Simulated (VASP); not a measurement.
SiGe4, 5 atoms in the cell. The cell holds a slab with vacuum, 5 atoms: a = 4.074 Å, b = 4.074 Å, c = 19.740 Å, α = 90.00°, β = 90.00°, γ = 120.00°. 

* Program: VASP 6.6.1
* Task: single point
* Functional: PBE
* Potentials or basis: VASP PAW PBE potentials, release 64 (Ge_d, Si)
* Cutoff: 520 eV
* k mesh: 9 × 9 × 1
* Occupations: gaussian, width 0.1 eV
* Spin: no spin polarisation
* Dipole correction: yes
* Further INCAR settings: ALGO = Normal; EDIFF = 1e-07; NBANDS = 38

Potentials or basis: VASP PAW PBE potentials, release 64 (Ge_d, Si).

Run with:

```bash
$ cat potpaw_PBE.64/Ge_d/POTCAR potpaw_PBE.64/Si/POTCAR > POTCAR
$ mpirun -np 1 vasp_std > vasp.out
```

Hardware: 1 thread of Intel Xeon 6975P-C, with other jobs on the host.

Q: Estimate the wall time of this run.

A: It took 9.1 min on 1 thread of Intel Xeon 6975P-C, on a shared host, peak memory 0.49 GiB. Counts: scf iterations 26, k points 25.
